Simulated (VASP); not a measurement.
Hg, 3 atoms in the cell. It takes space group P6/mmm (No. 191, hexagonal). Conventional cell: a = 4.447 Å, b = 4.447 Å, c = 3.791 Å, α = 90.00°, β = 90.00°, γ = 120.00°. Within 3.4 Å of Hg (site symmetry -6m2) lie 9 Hg at 2.57 to 3.19 Å. Hg (site symmetry 6/mmm) has 14 Hg at 3.19 to 3.79 Å within 4.2 Å. 

- Program: VASP 6.6.1
- Task: electric field gradients
- Functional: PBEsol
- Potentials or basis: VASP PAW PBE potentials, release 64 (Hg_sv_GW)
- Cutoff: 410 eV
- k mesh: 8 × 8 × 9
- Occupations: fermi-dirac, width 0.05 eV
- Spin: no spin polarisation
- Dipole correction: no
- Further INCAR settings: ALGO = Normal; EDIFF = 1e-08; NBANDS = 37

Potentials or basis: VASP PAW PBE potentials, release 64 (Hg_sv_GW).

Command:

```sh
$ cat potpaw_PBE.64/Hg_sv_GW/POTCAR > POTCAR
$ mpirun -np 1 vasp_std > vasp.out
```

Hardware: 1 thread of AMD EPYC 7R13 Processor (Zen 3), on a shared host.

Task: How long does it take, and how much memory?

Result: It took 110 s on 1 thread of AMD EPYC 7R13 Processor (Zen 3), on a shared host, peak memory 0.19 GiB. Counts: scf iterations 15, k points 50.
